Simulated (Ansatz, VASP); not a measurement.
Two plane-wave programs on AgCl

Contents of INCAR:

```
SYSTEM = AgCl
PREC = Accurate
ENCUT = 520
EDIFF = 1E-6
ISMEAR = 0
SIGMA = 0.01
LREAL = .FALSE.
LASPH = .TRUE.
NELM = 80
ALGO = Normal
ISIF = 2
LWAVE = .FALSE.
LCHARG = .TRUE.
GGA = PE
LELF = .TRUE.
LVHAR = .TRUE.
NBANDS = 16
```

Contents of KPOINTS:

```
Automatic mesh
0
G
  6 6 6
  0 0 0
```

The input POSCAR:

```
AgCl
1.0
    0.0000000000      2.8053419548      2.8053419548
    2.8053419548      0.0000000000      2.8053419548
    2.8053419548      2.8053419548      0.0000000000
Ag Cl
1 1
Direct
    0.0000000000      0.0000000000      0.0000000000
    0.5000000000      0.5000000000      0.5000000000
```

Input for Ansatz:

```yaml
crystal:
  lattice:
    - [0.0, 2.8053419548, 2.8053419548]
    - [2.8053419548, 0.0, 2.8053419548]
    - [2.8053419548, 2.8053419548, 0.0]
  atoms:
    - { symbol: Ag, position: [0.0, 0.0, 0.0] }
    - { symbol: Cl, position: [0.5, 0.5, 0.5] }
kpoints:
  mp_grid: { grid: [6, 6, 6] }
hamiltonian:
  xc: pbe
scf:
  occupations: { method: fixed }
  n_extra_bands: 4
output:
  forces: true
  stress: true
  eigenvalues: true
```

Alike in both runs: task single point; functional PBE; k mesh 6 × 6 × 6; no spin polarisation.

|  | VASP | Ansatz |
| --- | --- | --- |
| version | VASP 6.6.1 | Ansatz 0.2.0 |
| potentials or method | VASP PAW PBE potentials, release 64 (Ag, Cl) | plane waves, PAW |
| plane-wave cutoff (eV) | 520 | 420 |
| occupations | gaussian, width 0.01 eV | fixed |
| valence electrons in the cell | 18 | 26 |

|  | VASP | Ansatz | Ansatz less VASP |
| --- | --- | --- | --- |
| gap on the k mesh at the Fermi level (eV) | 0.92 | 0.92 | +0.003 |
| pressure (GPa) | -0.1 | 0.0 | +0.13 |

VASP's potentials hold 18 valence electrons a cell and Ansatz's 26, so a difference there can come from the potentials and not from the codes.
